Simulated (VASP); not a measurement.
Input of a VASP 6.6.1 run:

INCAR

```
SYSTEM = Ge
PREC = Accurate ; ENCUT = 520
EDIFF = 1E-7 ; ISMEAR = 0
SIGMA = 0.1 ; LREAL = .FALSE.
LASPH = .TRUE. ; NELM = 100
ALGO = Normal ; ISIF = 2
LWAVE = .FALSE. ; LCHARG = .FALSE.
LDIPOL = .TRUE. ; IDIPOL = 3
DIPOL = 0.5 0.5 0.346 ; GGA = PE
IVDW = 12 ; NBANDS = 36
```

KPOINTS

```
Automatic mesh
0
G
  9 9 1
  0 0 0
```

File POSCAR:

```
Ge
1.0
    4.0226895311      0.0000000000      0.0000000000
   -2.0113447656      3.4837513255      0.0000000000
    0.0000000000      0.0000000000     18.8685220517
Ge
4
Direct
    0.3333333333      0.6666666667      0.2809944392
    0.6666666667      0.3333333333      0.2384924472
    0.0000000000      1.2222222222      0.4539423484
    0.3333333333      0.8888888889      0.4114459724
```

Potentials or basis: VASP PAW PBE potentials, release 64 (Ge_d).

Run with:

```bash
$ cat potpaw_PBE.64/Ge_d/POTCAR > POTCAR
$ mpirun -np 1 vasp_std > vasp.out
```

**Question.** What does it give for the dispersion energy per atom?

**Answer.** -0.220 eV.

**Question.** What does it give for the largest force?

**Answer.** 0.109 eV/Å.

Forces on the atoms (eV/Å):
```
Ge  -0.060 -0.051 -0.005
Ge  -0.095  0.054 -0.003
Ge   0.095 -0.054  0.003
Ge   0.060  0.051  0.005
```
